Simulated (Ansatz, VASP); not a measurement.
## Two plane-wave programs on Au

POSCAR

```
Au
1.0
    2.8999984104      0.0000000000      0.0000000000
   -1.4499992052      2.5114722944      0.0000000000
    0.0000000000      0.0000000000      4.7336000000
Au
2
Direct
    0.3333333333      0.6666666667      0.7500000000
    0.6666666667      0.3333333333      0.2500000000
```

File INCAR.step1:

```
SYSTEM = Au
PREC     = Accurate       ! precision mode
ENCUT    = 520            ! plane-wave cutoff, eV
ISMEAR   = 0              ! smearing method
SIGMA    = 0.15           ! smearing width, eV
LREAL    = .FALSE.        ! projectors in reciprocal space
LASPH    = .TRUE.         ! aspherical terms in the spheres
NELM     = 100            ! most SCF steps
NBANDS   = 18             ! bands
GGA      = PE             ! functional
ALGO     = Normal         ! electronic algorithm
EDIFF    = 1E-4           ! SCF threshold, eV
LWAVE    = .TRUE.         ! write WAVECAR
LCHARG   = .FALSE.        ! write CHGCAR
```

File INCAR.step2:

```
SYSTEM = Au
PREC     = Accurate       ! precision mode
ENCUT    = 520            ! plane-wave cutoff, eV
EDIFF    = 1E-7           ! SCF threshold, eV
ISMEAR   = 0              ! smearing method
SIGMA    = 0.15           ! smearing width, eV
LREAL    = .FALSE.        ! projectors in reciprocal space
LASPH    = .TRUE.         ! aspherical terms in the spheres
NELM     = 100            ! most SCF steps
ALGO     = Normal         ! electronic algorithm
ISIF     = 2              ! what is computed and relaxed
LWAVE    = .FALSE.        ! write WAVECAR
LCHARG   = .FALSE.        ! write CHGCAR
METAGGA  = R2SCAN         ! meta-GGA
LMIXTAU  = .TRUE.       
NBANDS   = 18             ! bands
ISTART   = 1
```

Contents of KPOINTS:

```
Automatic mesh
0
G
  18 18 10
  0 0 0
```

Input for Ansatz:

```yaml
crystal:
  lattice:
    - [2.8999984104, 0.0, 0.0]
    - [-1.4499992052, 2.5114722944, 0.0]
    - [0.0, 0.0, 4.7336]
  atoms:
    - { symbol: Au, position: [0.3333333333, 0.6666666667, 0.75] }
    - { symbol: Au, position: [0.6666666667, 0.3333333333, 0.25] }
basis:
  ecutwfc: 500
kpoints:
  mp_grid: { grid: [18, 18, 10] }
hamiltonian:
  xc: r2scan
scf:
  occupations: { method: gaussian, width: 0.15 }
output:
  forces: true
  stress: true
  eigenvalues: true
```

Change from the starting cell: strain +0.000 along x and y, -0.030 along z, atoms carried along.

Alike in both runs: task single point; functional r2SCAN; k mesh 18 × 18 × 10; occupations gaussian, width 0.15 eV; no spin polarisation.

|  | VASP | Ansatz |
| --- | --- | --- |
| version | VASP 6.6.1 | Ansatz 0.2.0 |
| potentials or method | VASP PAW PBE potentials, release 64 (Au), cutoff 520 eV | scalar-relativistic, plane waves, PAW |
| valence electrons in the cell | 22 | 38 |

VASP gave:

| Quantity | Value |
| --- | --- |
| gap on the k mesh at the Fermi level (eV) | none |
| pressure (GPa) | 3.5 |
| traceless stress, the component that is largest in VASP (GPa) | 1.32 |

Problem. Estimate Ansatz's values.

Solution. gap on the k mesh at the Fermi level (eV): none; pressure (GPa): 3.2; traceless stress, the component that is largest in VASP (GPa): 1.31.

VASP's potentials were made for PBE, not for r2SCAN. A gap of «none» marks a metal or a gap that the smearing closes. The functional is the same, so the differences come from potentials, cutoffs and numerics. VASP's potentials hold 22 valence electrons a cell and Ansatz's 38, so a difference there can come from the potentials and not from the codes.

Neither program's run includes spin-orbit coupling.
